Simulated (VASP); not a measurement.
Set up this calculation in VASP 6.6.1, as the native input.

```
Task                   : single point
Functional             : PBEsol
Potentials or basis    : VASP PAW PBE potentials, release 64 (Ni)
Cutoff                 : 520 eV
k mesh                 : 10 × 10 × 15
Occupations            : fermi-dirac, width 0.05 eV
Spin                   : collinear spin, ferromagnetic start
Starting moments       : [0.623, 0.671, 0.671] μB
Dipole correction      : no
Further INCAR settings : ALGO = Normal; EDIFF = 1e-06; NBANDS = 26
```

The structure of Ni lies in POSCAR:

```
Ni
1.0
    3.8200950147      0.0000000000      0.0000000000
   -1.9100475073      3.3082993276      0.0000000000
    0.0000000000      0.0000000000      2.3134350064
Ni
3
Direct
    1.0000000000      1.0000000000      0.0000000000
    0.3333333333      0.6666666667      0.5000000000
    0.6666666667      0.3333333333      0.5000000000
```

This isn't the form of Ni at room conditions, which is fcc.

One way to write it, as run:

INCAR

```
SYSTEM = Ni
PREC = Accurate ; ENCUT = 520
EDIFF = 1E-6 ; ISMEAR = -1
SIGMA = 0.05 ; LREAL = .FALSE.
LASPH = .TRUE. ; NELM = 150
ALGO = Normal ; ISIF = 2
LWAVE = .FALSE. ; LCHARG = .TRUE.
ISPIN = 2 ; MAGMOM = 0.623 0.671 0.671
LORBIT = 11 ; LMAXMIX = 4
GGA = PS ; LELF = .TRUE.
LVHAR = .TRUE. ; NBANDS = 26
```

KPOINTS

```
regular mesh
0
G
  10 10 15
  0 0 0
```

Potentials or basis: VASP PAW PBE potentials, release 64 (Ni).

Launch:

```console
$ cat potpaw_PBE.64/Ni/POTCAR > POTCAR
$ mpirun -np 1 vasp_std > vasp.out
```

Results of the run:

```json
{"Pressure": "21.8 GPa", "Net moment": "1.72 μB per cell", "Site moments": "Ni +0.56, +0.58 (each value once) μB", "Valence electrons inside the program's atomic spheres": "Ni 9.49, 9.59 (each value once)"}
```

Caveat: the cell stands under pressure; the PAW data sets were made with another functional, which shifts forces and pressure a little.

It took 5.1 min on 1 thread of Intel Xeon 8259CL, on a shared host, peak memory 0.23 GiB.
